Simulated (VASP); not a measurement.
**Ti6O: single point with PBEsol**

The system is Ti6O, a slab with vacuum.

```
Ti O
1.0
     2.89997    0.00000    0.00000
     0.00000    4.59058    0.00000
     0.00000    0.00000   21.20625
Ti O
6 1
Direct
  0.00000 0.75000 0.18862
  0.50000 0.25000 0.22810
  0.50000 0.75000 0.30705
  0.00000 0.25000 0.34541
  0.00000 0.75000 0.42055
  0.50000 0.25000 0.45771
  0.00000 0.75000 0.50150
```

```
Program             : VASP 6.6.1
Task                : single point
Functional          : PBEsol
Potentials or basis : VASP PAW PBE potentials, release 64 (Ti_sv, O_h)
Cutoff              : 1000 eV
k mesh              : 9 × 6 × 1
Occupations         : gaussian, width 0.1 eV
Spin                : no spin polarisation
```

- Largest force: 0.998 eV/Å
- Band gap on the k mesh: zero (bands 39 and 40 overlap by 0.44 eV)

Forces on the atoms (eV/Å):
```
Ti   0.000  0.000  0.420
Ti   0.000  0.000 -0.017
Ti   0.000  0.000 -0.998
Ti   0.000  0.000  0.092
Ti   0.000  0.000  0.447
Ti   0.000  0.000 -0.014
O    0.000  0.000  0.069
```

Levels at points of the mesh, in eV from the Fermi level:
```csv
k point,band 34,band 35,band 36,band 37,band 38,band 39,band 40,band 41,band 42,band 43
"(0.00, 0.00, 0.00)",-1.76,-1.63,-0.54,-0.53,-0.18,0.20,0.44,0.50,0.75,0.85
"(0.00, 0.50, 0.00)",-1.55,-0.76,-0.66,-0.61,-0.24,0.09,0.18,0.35,0.44,0.71
```

Run time: 23 min on 1 thread of Intel(R) Xeon(R) 6975P-C (Granite Rapids), on a shared host, peak memory 0.99 GiB.

Caveat: the PAW data sets were made with another functional, which shifts forces and pressure a little.
